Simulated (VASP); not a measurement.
Wanted: the native input for a VASP 6.6.1 run.

```yaml
Task: single point
Functional: LDA
Potentials_or_basis: VASP PAW LDA potentials, release 64 (Ag)
Cutoff: 500 eV
k_mesh: 8 × 8 × 8
Occupations: gaussian, width 0.1 eV
Spin: no spin polarisation
Dipole_correction: no
Further_INCAR_settings: ALGO = Normal; EDIFF = 1e-06; NBANDS = 12
```

The structure of Ag lies in POSCAR:

```
Ag
1.0
    0.0000000000      2.0300000000      2.0300000000
    2.0300000000      0.0000000000      2.0300000000
    2.0300000000      2.0300000000      0.0000000000
Ag
1
Direct
    0.0000000000      0.0000000000      0.0000000000
```

The input as run:

INCAR

```
  ALGO = Normal
  EDIFF = 1E-6
  ENCUT = 500
  GGA = CA
  GGA_COMPAT = F
  ISIF = 2
  ISMEAR = 0
  LASPH = T
  LCHARG = T
  LELF = T
  LREAL = F
  LVHAR = T
  LWAVE = F
  NBANDS = 12
  NELM = 120
  PREC = Accurate
  SIGMA = 0.1
```

KPOINTS

```
k-points
0
Gamma
  8 8 8
```

Potentials or basis: VASP PAW LDA potentials, release 64 (Ag).

Launch:

```console
$ cat potpaw_LDA.64/Ag/POTCAR > POTCAR
$ mpirun -np 1 vasp_std > vasp.out
```

It gave:

The pressure is -4.6 GPa.

It took 5.9 s on 1 thread of Intel(R) Xeon(R) Platinum 8375C CPU @ 2.90GHz (Ice Lake) (shared host), peak memory 0.13 GiB.
